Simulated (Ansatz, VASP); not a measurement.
Given: the input of a run of VASP 6.6.1 on ZnSe.

File POSCAR:

```
ZnSe
1.0
    0.0000000000      2.8338000000      2.8338000000
    2.8338000000      0.0000000000      2.8338000000
    2.8338000000      2.8338000000      0.0000000000
Se Zn
1 1
Direct
    0.7500000000      0.7500000000      0.7500000000
    0.0000000000      0.0000000000      0.0000000000
```

Contents of INCAR.step1:

```
SYSTEM = ZnSe
ALGO = Normal
EDIFF = 1E-5
ENCUT = 520
GGA = PE
ISIF = 2
ISMEAR = -1
LASPH = .TRUE.
LCHARG = .FALSE.
LREAL = .FALSE.
LWAVE = .TRUE.
NBANDS = 16
NELM = 100
PREC = Accurate
SIGMA = 0.05
```

The input INCAR.step2:

```
SYSTEM = ZnSe
AEXX = 0.25
ALGO = Normal
EDIFF = 1E-6
ENCUT = 520
GGA = PE
HFSCREEN = 0.3
ISIF = 2
ISMEAR = -1
ISTART = 1
LASPH = .TRUE.
LCHARG = .FALSE.
LHFCALC = .TRUE.
LREAL = .FALSE.
LWAVE = .FALSE.
NBANDS = 16
NELM = 100
PREC = Accurate
PRECFOCK = Normal
SIGMA = 0.05
```

KPOINTS

```
k-points
0
G
  4 4 4
  0 0 0
```

Potentials or basis: VASP PAW PBE potentials, release 64 (Se, Zn).

Launch:

```sh
$ cat potpaw_PBE.64/Se/POTCAR potpaw_PBE.64/Zn/POTCAR > POTCAR
$ cp INCAR.step1 INCAR
$ mpirun -np 1 vasp_std > vasp.out
$ cp INCAR.step2 INCAR
$ mpirun -np 1 vasp_std > vasp.out
```

Problem. Translate it to Ansatz 0.2.0. Potentials there: Ansatz PAW.

Solution. As run (the cutoff follows the program's own potentials):

The input input.yaml:

```yaml
crystal:
  lattice:
    - [0.0, 2.8338, 2.8338]
    - [2.8338, 0.0, 2.8338]
    - [2.8338, 2.8338, 0.0]
  atoms:
    - { symbol: Se, position: [0.75, 0.75, 0.75] }
    - { symbol: Zn, position: [0.0, 0.0, 0.0] }
hamiltonian:
  xc: { exchange: pbe, correlation: pbe, exx: { coeff: 0.25, omega: 0.3 } }
  pseudopotentials: { kind: paw }
kpoints:
  mp_grid: { grid: [4, 4, 4] }
scf:
  occupations: { method: fermi_dirac, width: 0.05 }
output:
  forces: true
  stress: true
  eigenvalues: true
```

Potentials or basis: Ansatz PAW.

Launch:

```bash
$ ansatz run input.yaml --threads 2 --pin off --max-ram 5632MiB --backend cpu --events-out ev --progress --plain --runs-dir out
```

Both were run:

|  | VASP | Ansatz | Ansatz less VASP |
| --- | --- | --- | --- |
| gap on the k mesh at the Fermi level (eV) | 2.23 | 2.24 | +0.011 |
| least direct gap on the mesh (eV) | 2.23 | 2.24 | +0.011 |
| pressure (GPa) | 1.6 | 1.6 | 0.00 |

VASP's potentials were made for PBE, not for PBE-based screened hybrid. VASP's potentials hold 18 valence electrons a cell and Ansatz's 28, so a difference there can come from the potentials and not from the codes.

The k mesh is coarse, so the values compare programs but aren't converged.
